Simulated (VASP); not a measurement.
Input of a VASP 6.6.1 run:

Contents of INCAR:

```
SYSTEM = KTaO3
PREC = Accurate ; ENCUT = 520
EDIFF = 1E-6 ; ISMEAR = 0
SIGMA = 0.05 ; LREAL = .FALSE.
LASPH = .TRUE. ; NELM = 100
ALGO = Normal ; ISIF = 2
LWAVE = .FALSE. ; LCHARG = .TRUE.
GGA = PE ; LELF = .TRUE.
LVHAR = .TRUE. ; NBANDS = 27
```

The input KPOINTS:

```
regular mesh
0
G
  8 8 8
  0 0 0
```

The input POSCAR:

```
KTaO3
1.0
    3.8635830917      0.0000000000      0.0000000000
    0.0000000000      3.8635830917      0.0000000000
    0.0000000000      0.0000000000      4.2499414009
K Ta O
1 1 3
Direct
    0.5000000000      0.5000000000      0.5000000000
    0.0000000000      0.0000000000      0.0000000000
    0.5000000000      0.0000000000      0.0000000000
    0.0000000000      0.5000000000      0.0000000000
    0.0000000000      0.0000000000      0.5000000000
```

Potentials or basis: VASP PAW PBE potentials, release 64 (K_sv, Ta_pv, O).

The run is started by

```console
$ cat potpaw_PBE.64/K_sv/POTCAR potpaw_PBE.64/Ta_pv/POTCAR potpaw_PBE.64/O/POTCAR > POTCAR
$ mpirun -np 1 vasp_std > vasp.out
```

**Question.** Predict the pressure.

**Answer.** 9.5 GPa.

**Question.** Predict the band gap on the k mesh.

**Answer.** 2.04 eV, indirect (least direct gap 2.50 eV).

Stress tensor (GPa, compression positive):
```
 20.56   0.00   0.00
  0.00  20.56   0.00
  0.00   0.00 -12.49
```

Caveat: spin-orbit coupling is left out, which moves the levels of the heavy elements. A k mesh can miss the band edges.
